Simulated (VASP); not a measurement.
Set up this calculation in VASP 6.6.1, as the native input.

```
Task                   : relaxation of shape and atoms at fixed volume
Functional             : PBE
Dispersion             : D3(BJ)
Potentials or basis    : VASP PAW PBE potentials, release 64 (C)
Cutoff                 : 600 eV
k mesh                 : 18 × 18 × 12
Occupations            : gaussian, width 0.1 eV
Spin                   : no spin polarisation
Dipole correction      : no
Further INCAR settings : ALGO = Normal; EDIFF = 1e-07; IBRION = 2; EDIFFG = -0.01; NSW = 50; ISIF = 4
```

The structure of C lies in POSCAR:

```
C
1.0
    2.4891430823      0.0000000000      0.0000000000
   -1.2445715411      2.1556611429      0.0000000000
    0.0000000000      0.0000000000      3.6027497374
C
2
Direct
    0.3333333333      0.6666666667      0.0000000000
    0.6666666667      0.3333333333      0.0000000000
```

One way to write it, as run:

INCAR

```
ALGO = Normal
EDIFF = 1E-7
EDIFFG = -0.01
ENCUT = 600
GGA = PE
IBRION = 2
ISIF = 4
ISMEAR = 0
IVDW = 12
LASPH = T
LCHARG = F
LREAL = F
LWAVE = F
NELM = 100
NSW = 50
PREC = Accurate
SIGMA = 0.1
```

KPOINTS

```
k-points
0
Gamma
  18 18 12
```

Potentials or basis: VASP PAW PBE potentials, release 64 (C).

The run is started by

```bash
$ cat potpaw_PBE.64/C/POTCAR > POTCAR
$ mpirun -np 1 vasp_std > vasp.out
```

Results of the run:

```yaml
Energy_gained_by_relaxing: 5.8 meV/atom
Ionic_steps: 3
Pressure_after_relaxing: -1.0 GPa
Band_gap_on_the_k_mesh: zero (bands 4 and 5 overlap by 0.78 eV)
Dispersion_energy_per_atom: -0.140 eV
```

It took 44 s on 1 thread of AMD EPYC 9R45 96-Core Processor (Zen 5), with other jobs on the host, peak memory 0.14 GiB.
